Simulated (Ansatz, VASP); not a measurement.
Two plane-wave programs on SnO

File INCAR:

```
SYSTEM = SnO
PREC     = Accurate       ! precision mode
ENCUT    = 600            ! plane-wave cutoff, eV
EDIFF    = 1E-6           ! SCF threshold, eV
ISMEAR   = 0              ! smearing method
SIGMA    = 0.01           ! smearing width, eV
LREAL    = .False.        ! projectors in reciprocal space
LASPH    = .True.         ! aspherical terms in the spheres
NELM     = 60             ! most SCF steps
ALGO     = Normal         ! electronic algorithm
ISIF     = 3              ! what is computed and relaxed
LWAVE    = .False.        ! write WAVECAR
LCHARG   = .False.        ! write CHGCAR
GGA      = PS             ! functional
IVDW     = 12             ! dispersion correction
IBRION   = 2              ! ionic algorithm
NSW      = 80             ! ionic steps
EDIFFG   = -0.03          ! ionic threshold
```

KPOINTS

```
Automatic mesh
0
Gamma
  6 4 6
  0 0 0
```

File POSCAR:

```
SnO
1.0
    3.3550050000      0.0000000000      0.0000000000
    0.0000000000      5.6741040000      0.0000000000
    0.0000000000      0.0000000000      4.2219700000
Sn O
2 2
Direct
    0.0000000000      0.2319090000      0.5131440000
    0.5000000000      0.7680910000      0.0131440000
    0.0000000000      0.8912500000      0.7368570000
    0.5000000000      0.1087500000      0.2368570000
```

Input for Ansatz:

```yaml
crystal:
  lattice:
    - [3.355005, 0.0, 0.0]
    - [0.0, 5.674104, 0.0]
    - [0.0, 0.0, 4.22197]
  atoms:
    - { symbol: Sn, position: [0.0, 0.231909, 0.513144] }
    - { symbol: Sn, position: [0.5, 0.768091, 0.013144] }
    - { symbol: O, position: [0.0, 0.89125, 0.736857] }
    - { symbol: O, position: [0.5, 0.10875, 0.236857] }
kpoints:
  mp_grid:
    grid: [6, 4, 6]
hamiltonian:
  xc: pbesol
  dispersion: d3bj
scf:
  occupations:
    method: fixed
relax:
  f_tol: 0.03
  cell: {}
```

Alike in both runs: task relaxation of cell and atoms; functional PBEsol; dispersion D3(BJ); k mesh 6 × 4 × 6; no spin polarisation.

|  | VASP | Ansatz |
| --- | --- | --- |
| version | VASP 6.6.1 | Ansatz 0.2.0 |
| potentials or method | VASP PAW PBE potentials, release 64 (Sn_d, O) | plane waves, PAW |
| plane-wave cutoff (eV) | 600 | 420 |
| occupations | gaussian, width 0.01 eV | fixed |
| valence electrons in the cell | 40 | 40 |

|  | VASP | Ansatz | Ansatz less VASP |
| --- | --- | --- | --- |
| relaxed volume (Å³/atom) | 16.64 | 16.81 | +0.165 |
| relaxed length of the cell vector where the two differ most in proportion (Å) | 3.614 | 3.638 | +0.0237 |

VASP's potentials were made for PBE, not for PBEsol.

Noted on VASP's run: the volume moved by over 15 % at a fixed basis, so the end points are rough.
